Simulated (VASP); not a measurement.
Here is a VASP 6.6.1 calculation.

The input INCAR:

```
  PREC = Accurate
  ENCUT = 600
  EDIFF = 1E-6
  ISMEAR = 0
  SIGMA = 0.1
  LREAL = False
  LASPH = True
  NELM = 200
  ALGO = Normal
  ISIF = 2
  LWAVE = False
  LCHARG = False
  GGA = PE
  NBANDS = 26
  GGA_COMPAT = False
  LMAXMIX = 6
```

KPOINTS

```
regular mesh
0
Gamma
  4 4 4
```

File POSCAR:

```
LaScF2
1.0
    4.5960179252      0.0000000000      0.0000000000
    0.0000000000      4.5960179252      0.0000000000
    0.0000000000      0.0000000000      7.1697794859
La Sc F
1 1 2
Direct
    0.0000000000      0.0000000000      0.5000000000
    0.5000000000      0.5000000000      0.5000000000
    0.5000000000      0.5000000000      0.2317912330
    0.5000000000      0.5000000000      0.7682087670
```

Potentials or basis: VASP PAW PBE potentials, release 64 (La, Sc_sv, F).

Run with:

```bash
$ cat potpaw_PBE.64/La/POTCAR potpaw_PBE.64/Sc_sv/POTCAR potpaw_PBE.64/F/POTCAR > POTCAR
$ mpirun -np 1 vasp_std > vasp.out
```

Problem. What does it give for the pressure?

Solution. 0.3 GPa.

Problem. What does it give for the band gap on the k mesh?

Solution. Zero (bands 18 and 19 overlap by 0.71 eV).

Problem. Estimate the largest force.

Solution. 0.122 eV/Å.

Forces in eV/Å, atoms in the order of the input:
```
La   0.000  0.000  0.000
Sc   0.000  0.000  0.000
F    0.000  0.000 -0.122
F    0.000  0.000  0.122
```

Caveat: spin-orbit coupling is left out, which moves the levels of the heavy elements.
